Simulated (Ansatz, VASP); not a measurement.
SnW: VASP beside Ansatz

```
CELL_PARAMETERS angstrom
3.59144 0.00000 0.00000
0.00000 3.59144 0.00000
0.00000 0.00000 3.59144
ATOMIC_POSITIONS crystal
Sn 0.00000 0.00000 0.00000
W 0.50000 0.50000 0.50000
```

Change from the starting cell: species swapped into the LiPd type (Pm-3m, No. 221).

Alike in both runs: task single point; functional PBE; k mesh 6 × 6 × 6; occupations gaussian, width 0.1 eV; no spin polarisation.

|  | VASP | Ansatz |
| --- | --- | --- |
| version | VASP 6.6.1 | Ansatz 0.2.0 |
| potentials or method | VASP PAW PBE potentials, release 64 (Sn_d, W_sv), cutoff 520 eV | scalar-relativistic, plane waves, PAW |
| valence electrons in the cell | 28 | 28 |

```csv
,VASP,Ansatz,Ansatz less VASP
gap on the k mesh at the Fermi level (eV),none,none,-
pressure (GPa),-21.8,-21.8,+0.01
```

A gap of «none» marks a metal or a gap that the smearing closes.

Neither program's run includes spin-orbit coupling.
